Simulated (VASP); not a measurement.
# HoSiI4 (P2/m) in VASP: relaxation of cell and atoms with PBE

Aim: the relaxation of cell and atoms of HoSiI4 with PBE.

Program: VASP 6.6.1. These are calculated values, not measurements. Logs are shortened: lines on timing, memory, paths and dates and some standing lists are left out, and cuts for length are marked.

## 1. The cell of the first run

It takes space group P2/m (No. 10, monoclinic). Conventional cell: a = 7.371 Å, b = 4.261 Å, c = 7.662 Å, α = 90.00°, β = 97.29°, γ = 90.00°. Within 4.0 Å of Ho (site symmetry 2/m) lie 6 I at 3.02 to 3.10 Å. Within 3.9 Å of Si (site symmetry 2/m) lie 6 I at 2.95 to 3.59 Å. Within 4.0 Å of I (site symmetry m) lie 2 Ho at 3.02 Å and 1 Si at 3.59 Å. I (site symmetry m) has 2 Si at 2.95 Å and 1 Ho at 3.10 Å within 3.9 Å.

The cell was generated, and may not be a known phase.

## 2. Relaxation of cell and atoms, PBE

The input, INCAR:

```
SYSTEM = HoSiI4
PREC     = Accurate       ! precision mode
ENCUT    = 500            ! plane-wave cutoff, eV
EDIFF    = 1E-7           ! SCF threshold, eV
ISMEAR   = 0              ! smearing method
SIGMA    = 0.1            ! smearing width, eV
LREAL    = .False.        ! projectors in reciprocal space
LASPH    = .True.         ! aspherical terms in the spheres
NELM     = 200            ! most SCF steps
ALGO     = Normal         ! electronic algorithm
ISIF     = 3              ! what is computed and relaxed
LWAVE    = .False.        ! write WAVECAR
LCHARG   = .False.        ! write CHGCAR
GGA      = PE             ! functional
IBRION   = 2              ! ionic algorithm
NSW      = 100            ! ionic steps
EDIFFG   = -0.01          ! ionic threshold
GGA_COMPAT= .False.      
NELMIN   = 4            
LMAXMIX  = 6              ! l up to which the mixer works
```

The input, KPOINTS:

```
regular mesh
0
Gamma
  4 8 4
  0 0 0
```

The input, POSCAR:

```
HoSiI4
1.0
    7.3708418663      0.0000000000      0.0000000000
    0.0000000000      4.2611843430      0.0000000000
   -0.9722950803      0.0000000000      7.6000372831
Ho Si I
1 1 4
Direct
    0.5000000000      0.5000000000      0.5000000000
    0.0000000000      0.0000000000      0.0000000000
    0.2640346297      0.0000000000      0.6367525576
    0.7445904224      0.5000000000      0.8598093709
    0.2554095776      0.5000000000      0.1401906291
    0.7359653703      0.0000000000      0.3632474424
```

Potentials or basis: VASP PAW PBE potentials, release 64 (Ho_3, Si, I), 4f in core.

Run with:

```console
cat potpaw_PBE.64/Ho_3/POTCAR potpaw_PBE.64/Si/POTCAR potpaw_PBE.64/I/POTCAR > POTCAR
mpirun -np 1 vasp_std > vasp.out
```

OUTCAR:

```text
SYSTEM = HoSiI4
   PREC = Accurate
   ENCUT = 500
   EDIFF = 1E-7
   ISMEAR = 0
   LREAL = .False.
   LASPH = .True.
   NELM = 200
   ISIF = 3
   GGA = PE
   IBRION = 2
   NSW = 100
   EDIFFG = -0.01
   NELMIN = 4

 ion  position               nearest neighbor table
   1  0.500  0.500  0.500-   3 3.02   6 3.02   3 3.02   6 3.02   5 3.10   4 3.10
   2  0.000  0.000  0.000-   4 2.95   5 2.95   4 2.95   5 2.95
   3  0.264  0.000  0.637-   1 3.02   1 3.02
   4  0.745  0.500  0.860-   2 2.95   2 2.95   1 3.10
   5  0.255  0.500  0.140-   2 2.95   2 2.95   1 3.10
   6  0.736  0.000  0.363-   1 3.02   1 3.02

  LATTYP: Found a simple monoclinic cell.
 ALAT       =     7.3708418663
 B/A-ratio  =     0.5781136565
 C/A-ratio  =     1.0394985111
 COS(beta)  =    -0.1268986853

  Lattice vectors:

 A1 = (   7.3708418663,   0.0000000000,   0.0000000000)
 A2 = (   0.0000000000,   4.2611843430,   0.0000000000)
 A3 = (  -0.9722950803,   0.0000000000,   7.6000372831)

Analysis of symmetry for initial positions (statically):
=====================================================================
 Subroutine PRICEL returns:
 Original cell was already a primitive cell.

 Routine SETGRP: Setting up the symmetry group for a
 simple monoclinic supercell.

 Subroutine GETGRP returns: Found  4 space group operations
 (whereof  4 operations were pure point group operations)
 out of a pool of  4 trial point group operations.

The static configuration has the point symmetry C_2h.

Analysis of symmetry for dynamics (positions and initial velocities):
=====================================================================
 Subroutine PRICEL returns:
 Original cell was already a primitive cell.

 Routine SETGRP: Setting up the symmetry group for a
 simple monoclinic supercell.

 Subroutine GETGRP returns: Found  4 space group operations
 (whereof  4 operations were pure point group operations)
 out of a pool of  4 trial point group operations.

The dynamic configuration has the point symmetry C_2h.

 Subroutine INISYM returns: Found  4 space group operations
 (whereof  4 operations are pure point group operations),
 and found     1 'primitive' translations

----------------------------------------------------------------------------------------

                                     Primitive cell

  volume of cell :     238.7059

  direct lattice vectors                    reciprocal lattice vectors
     7.370841866  0.000000000  0.000000000     0.135669713  0.000000000  0.017356625
     0.000000000  4.261184343  0.000000000     0.000000000  0.234676540  0.000000000
    -0.972295080  0.000000000  7.600037283     0.000000000  0.000000000  0.131578302

  length of vectors
     7.370841866  4.261184343  7.661979146     0.136775449  0.234676540  0.131578302

  position of ions in fractional coordinates (direct lattice)
     0.500000000  0.500000000  0.500000000
     0.000000000  0.000000000  0.000000000
     0.264034630  0.000000000  0.636752558
     0.744590422  0.500000000  0.859809371
     0.255409578  0.500000000  0.140190629
     0.735965370  0.000000000  0.363247442

  ion indices of the primitive-cell ions
   primitive index   ion index
                 1           1
                 2           2
                 3           3
                 4           4
                 5           5
                 6           6

----------------------------------------------------------------------------------------

 KPOINTS: regular mesh

Automatic generation of k-mesh.
 Grid dimensions read from file:
 generate k-points for:    4    8    4

 Generating k-lattice:

  Cartesian coordinates                     Fractional coordinates (reciprocal lattice)
     0.033917428  0.000000000  0.004339156     0.250000000  0.000000000  0.000000000
     0.000000000  0.029334568  0.000000000     0.000000000  0.125000000  0.000000000
     0.000000000  0.000000000  0.032894575     0.000000000  0.000000000  0.250000000

  Length of vectors
     0.034193862  0.029334568  0.032894575

  Shift w.r.t. Gamma in fractional coordinates (k-lattice)
     0.000000000  0.000000000  0.000000000

 Subroutine IBZKPT returns following result:
 ===========================================

 Found     50 irreducible k-points:

 Following reciprocal coordinates:
            Coordinates               Weight
  0.000000  0.000000  0.000000      1.000000
  0.250000  0.000000 -0.000000      2.000000
  0.500000  0.000000 -0.000000      1.000000
  0.000000  0.125000  0.000000      2.000000
  0.250000  0.125000 -0.000000      4.000000
  0.500000  0.125000 -0.000000      2.000000
[... 16 lines left out ...]
 -0.250000  0.125000  0.250000      4.000000
  0.000000  0.250000  0.250000      4.000000
 [... further k-points ...]
   k-points           NKPTS =     50   k-points in BZ     NKDIM =     50   number of bands    NBANDS=     24
   number of dos      NEDOS =    301   number of ions     NIONS =      6
   total plane-waves  NPLWV =  96768
   dimension x,y,z NGX =    54 NGY =   32 NGZ =   56
   dimension x,y,z NGXF=   108 NGYF=   64 NGZF=  112
   ions per type =               1   1   4
   NGX,Y,Z   is equivalent  to a cutoff of  12.18, 12.48, 12.15 a.u.
   NGXF,Y,Z  is equivalent  to a cutoff of  24.36, 24.97, 24.30 a.u.
 SYSTEM =  HoSiI4
   PREC   = accura    normal or accurate (medium, high low for compatibility)
   ISTART =      0    job   : 0-new  1-cont  2-samecut
   ICHARG =      2    charge: 1-file 2-atom 10-const
   ISPIN  =      1    spin polarized calculation?
   LNONCOLLINEAR =      F non collinear calculations
   LSORBIT =      F    spin-orbit coupling
   LASPH  =      T    aspherical Exc in radial PAW
   ENCUT  =  500.0 eV  36.75 Ry    6.06 a.u.  13.44  7.77 13.97*2*pi/ulx,y,z
   NELM   =    200;   NELMIN=  4; NELMDL= -5     # of ELM steps
   EDIFF  = 0.1E-06   stopping-criterion for ELM
   LREAL  =      F    real-space projection
   EDIFFG = -.1E-01   stopping-criterion for IOM
   NSW    =    100    number of steps for IOM
   IBRION =      2    ionic relax: 0-MD 1-quasi-New 2-CG
   NFREE  =      1    steps in history (QN), initial steepest desc. (CG)
   ISIF   =      3    stress and relaxation
   ISYM   =      2    0-nonsym 1-usesym 2-fastsym
   POTIM  = 0.5000    time-step for ionic-motion
   TEBEG  =    0.0;   TEEND  =   0.0 temperature during run
   PSTRESS=    0.0 pullay stress
   NELECT =      41.0000    total number of electrons
   NUPDOWN=      -1.0000    fix difference up-down
   EMIN   =  10.00;   EMAX   =-10.00  energy-range for DOS
   EFERMI =   0.00;   METHOD = LEGACY
   ISMEAR =     0;   SIGMA  =   0.10  broadening in eV -4-tet -1-fermi 0-gaus
   EFERMI_NEDOS =   21; number of points for ismear=-14 and -15
   IALGO  =     38    algorithm
   IMIX   =      4    mixing-type and parameters
     AMIX     =   0.40;   BMIX     =  1.00
     AMIX_MAG =   1.60;   BMIX_MAG =  1.00
  volume/ion in A,a.u.               =      39.78       268.48
  Fermi-wavevector in a.u.,A,eV,Ry     =   0.910015  1.719678 11.267348  0.828127
  Thomas-Fermi vector in A             =   2.034127
   LORBIT       =      0    0 simple, 1 ext, 2 COOP (PROOUT), +10 PAW based schemes
   GGA     = PE    functional components
   LHFCALC =     F    Hartree Fock is set to
   AEXX    =    0.0000 exact exchange contribution
   IVDW    =     0    specifies the selected vdW correction
   LEPSILON=     F    determine dielectric tensor
   LRPA    =     F    only Hartree local field effects (RPA)
 conjugate gradient relaxation of ions
 non-spin polarized calculation
 Gauss-broadening in eV      SIGMA  =   0.10
  energy-cutoff  :      500.00
  volume of cell :      238.71
 maximum number of plane-waves:      6089
 NGX is ok and might be reduce to    54
   NGX = 27   NGY = 15   NGZ = 27

--------------------------------------- Ionic step        1  -------------------------------------------

 number of electron      41.0000002 magnetization

 Free energy of the ion-electron system (eV)
  ---------------------------------------------------
  ext. energy  EPLUGINS =         0.00000000
  ---------------------------------------------------
  free energy    TOTEN  =       -19.64668670 eV

  energy without entropy =      -19.61711365  energy(sigma->0) =      -19.63190017

------------------------ aborting loop because EDIFF is reached ----------------------------------------

  FORCE on cell =-STRESS in cart. coord.  units (eV):
  Direction    XX          YY          ZZ          XY          YZ          ZX
  --------------------------------------------------------------------------------------
  -------------------------------------------------------------------------------------
  Total        0.2087258     -0.0486039      0.0122430      0.0000000      0.0000000     -0.4391736
  in kB        1.4009534     -0.3262258      0.0821744      0.0000000      0.0000000     -2.9477026
  external PRESSURE =       0.3856340 kB  Pullay stress =       0.0000000 kB
[... 101 lines left out ...]
  FREE ENERGIE OF THE ION-ELECTRON SYSTEM (eV)
  ---------------------------------------------------
  free  energy   TOTEN  =       -19.6510899060 eV

  energy  without entropy=      -19.6211094428  energy(sigma->0) =      -19.63609967

[... ionic steps 4 to 46 ...]

--------------------------------------- Ionic step       47  -------------------------------------------

 number of electron      41.0000006 magnetization

------------------------ aborting loop because EDIFF is reached ----------------------------------------

  FORCE on cell =-STRESS in cart. coord.  units (eV):
  Direction    XX          YY          ZZ          XY          YZ          ZX
  --------------------------------------------------------------------------------------
  -------------------------------------------------------------------------------------
  Total        0.1123889      0.1481990      0.0583407      0.0000000      0.0000000     -0.0503447
  in kB        0.6739986      0.8887529      0.3498702      0.0000000      0.0000000     -0.3019184
  external PRESSURE =       0.6375406 kB  Pullay stress =       0.0000000 kB
[... 65 lines left out ...]
  energy  without entropy=      -19.6747109624  energy(sigma->0) =      -19.69164235

--------------------------------------- Ionic step       49  -------------------------------------------

 number of electron      41.0000006 magnetization

 Free energy of the ion-electron system (eV)
  ---------------------------------------------------
  ext. energy  EPLUGINS =         0.00000000
  ---------------------------------------------------
  free energy    TOTEN  =       -19.70866526 eV

  energy without entropy =      -19.67483586  energy(sigma->0) =      -19.69175056

 E-fermi :   3.1644     XC(G=0):  -7.4484

 val. band max:        3.1573189175   @ k =   0.2500   0.0000   0.2500
 cond. band min:       3.1652931958   @ k =   0.0000   0.1250   0.5000
 fundamental gap:      0.0079742782
 Fermi energy:         3.1644103587

 k-point     1 :       0.0000    0.0000    0.0000
  band No.  band energies     occupation
      1     -22.8154      2.00000
      2     -22.7993      2.00000
      3     -22.7737      2.00000
      4     -11.0490      2.00000
      5     -10.6171      2.00000
      6     -10.5775      2.00000
[... 637 lines left out ...]
     23       4.2365      0.00000
     24       4.4459      0.00000

 [... further k-points ...]

------------------------ aborting loop because EDIFF is reached ----------------------------------------

  FORCE on cell =-STRESS in cart. coord.  units (eV):
  Direction    XX          YY          ZZ          XY          YZ          ZX
  --------------------------------------------------------------------------------------
  -------------------------------------------------------------------------------------
  Total       -0.0051310     -0.0179403      0.0573589      0.0000000      0.0000000     -0.0144630
  in kB       -0.0307180     -0.1074046      0.3433952      0.0000000      0.0000000     -0.0865865
  external PRESSURE =       0.0684242 kB  Pullay stress =       0.0000000 kB
[... 21 lines left out ...]
  FREE ENERGIE OF THE ION-ELECTRON SYSTEM (eV)
  ---------------------------------------------------
  free  energy   TOTEN  =       -19.7086652562 eV

  energy  without entropy=      -19.6748358553  energy(sigma->0) =      -19.69175056

 reached required accuracy - stopping structural energy minimisation
```

Run time: 1.8 h. Hardware: 1 thread of Intel Xeon Platinum 8488C (Sapphire Rapids), shared host; peak memory 0.51 GiB.

Results:

```yaml
Free_energy: -19.7087 eV
Relaxed_volume: 44.60 Å³/atom
Relaxed_cell: a = 8.608 Å, b = 4.300 Å, c = 7.984 Å, α = 90.00°, β = 115.10°, γ = 90.00°
Space_group_after_relaxing_to_0.1_Å: P2/m (No. 10)
Energy_gained_by_relaxing: 10.3 meV/atom
Ionic_steps: 49
Pressure_after_relaxing: 0.0 GPa
Largest_force_after_relaxing: 0.009 eV/Å
Band_gap_on_the_k_mesh: zero (an odd number of electrons rules out a gap without spin polarisation)
```

Forces in eV/Å, atoms in the order of the input:
```
Ho   0.000  0.000  0.000
Si   0.000  0.000  0.000
I    0.001  0.000 -0.007
I    0.009  0.000  0.001
I   -0.009  0.000 -0.001
I   -0.001  0.000  0.007
```

Step by step:
```csv
step,energy change (eV),largest force (eV/Å),pressure (GPa),volume (Å³)
1,0.0000,0.0365,0.04,238.71
3,-0.0044,0.0998,0.00,239.49
5,-0.0079,0.0398,0.20,240.31
7,-0.0108,0.0662,0.00,243.66
9,-0.0111,0.0784,-0.09,245.37
11,-0.0160,0.0697,-0.02,248.13
13,-0.0172,0.1198,0.04,250.23
15,-0.0249,0.0446,-0.07,257.72
17,-0.0257,0.0434,-0.07,260.42
19,-0.0287,0.0445,0.15,260.99
21,-0.0305,0.0405,-0.01,264.02
23,-0.0312,0.0299,-0.01,264.58
25,-0.0316,0.0334,0.01,264.65
27,-0.0332,0.0693,0.15,264.61
29,-0.0335,0.0686,0.14,264.81
31,-0.0348,0.0655,0.09,265.72
33,-0.0372,0.0638,-0.10,269.29
35,-0.0411,0.0668,-0.10,270.59
37,-0.0420,0.0840,-0.12,271.45
39,-0.0490,0.1002,0.18,268.28
41,-0.0514,0.1366,-0.18,270.49
43,-0.0552,0.0959,-0.05,269.59
45,-0.0599,0.0551,-0.09,269.13
47,-0.0618,0.0235,0.06,267.16
49,-0.0620,0.0088,0.01,267.62
```

Final structure:
```
Ho Si I
1.0
     8.52974    0.00000   -1.16174
     0.00000    4.29990    0.00000
    -2.38052    0.00000    7.62087
Ho Si I
1 1 4
Direct
  0.50000 0.50000 0.50000
  0.00000 0.00000 0.00000
  0.29003 0.00000 0.57526
  0.74195 0.50000 0.91274
  0.25805 0.50000 0.08726
  0.70997 0.00000 0.42474
```

Caveat: a cell axis changed by over 15 % at a fixed basis, so the end point is rough; spin-orbit coupling is left out, which moves the levels of the heavy elements; the 4f electrons are frozen in the core, so they carry no moment and show no levels; an odd number of electrons without spin polarisation forces a metal; a magnetic or distorted state may lie lower; the run has no spin polarisation, though such a crystal can be magnetic.
